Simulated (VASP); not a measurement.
**AlN: relaxation of the atoms with LDA**

Crystal: AlN.

```
Al N
1.0
     3.08862    0.00000    0.00000
    -1.54431    2.67482    0.00000
     0.00000    0.00000    5.14133
Al N
2 2
Direct
  0.33333 0.66667 0.00152
  0.66667 0.33333 0.50152
  0.33333 0.66667 0.38348
  0.66667 0.33333 0.88348
```

This cell differs from its parent crystal: engineering shear strain xz +0.0000, normal strain along z +0.0400.

```json
{
  "Program": "VASP 6.6.1",
  "Task": "relaxation of the atoms",
  "Functional": "LDA",
  "Potentials or basis": "VASP PAW LDA potentials, release 64 (Al, N)",
  "Cutoff": "520 eV",
  "k mesh": "9 × 9 × 6",
  "Occupations": "gaussian, width 0.05 eV",
  "Spin": "no spin polarisation",
  "Dipole correction": "no",
  "Further INCAR settings": "ALGO = Normal; EDIFF = 1e-06; IBRION = 2; EDIFFG = -0.01; NSW = 50"
}
```

| Item | Value |
| --- | --- |
| Energy gained by relaxing | 3.0 meV/atom |
| Ionic steps | 3 |
| Pressure after relaxing | -6.8 GPa |
| Band gap on the k mesh | 4.12 eV, direct |

Forces on the atoms (eV/Å):
```
Al   0.000  0.000  0.002
Al   0.000  0.000  0.002
N    0.000  0.000 -0.002
N    0.000  0.000 -0.002
```

Stress tensor (GPa, compression positive):
```
 -3.04   0.00   0.00
  0.00  -3.04   0.00
  0.00   0.00 -14.22
```

Step by step:
```csv
step,energy change (eV),largest force (eV/Å),pressure (GPa)
1,0.0000,0.3507,-6.46
2,-0.0118,0.0148,-6.79
3,-0.0118,0.0023,-6.77
```

Final structure:
```yaml
crystal:
  lattice:
    - [3.08862, 0.00000, 0.00000]
    - [-1.54431, 2.67482, 0.00000]
    - [0.00000, 0.00000, 5.14133]
  atoms:
    - { symbol: Al, position: [0.33333, 0.66667, 0.00469] }
    - { symbol: Al, position: [0.66667, 0.33333, 0.50469] }
    - { symbol: N, position: [0.33333, 0.66667, 0.38031] }
    - { symbol: N, position: [0.66667, 0.33333, 0.88031] }
```

Levels at points of the mesh, in eV from the valence-band top:
| k point | band 6 | band 7 | band 8 | band 9 | band 10 | band 11 |
| --- | --- | --- | --- | --- | --- | --- |
| (0.00, 0.00, 0.00) | -0.12 | 0.00 | 0.00 | 4.12 | 6.88 | 10.19 |
| (0.00, 0.00, 0.50) | -0.28 | -0.28 | -0.28 | 6.49 | 6.49 | 9.95 |

Run time: 21 s on 1 thread of Intel Xeon 6975P-C (shared host), peak memory 0.15 GiB.

Caveat: the cell differs from its parent crystal (engineering shear strain xz +0.0000, normal strain along z +0.0400).
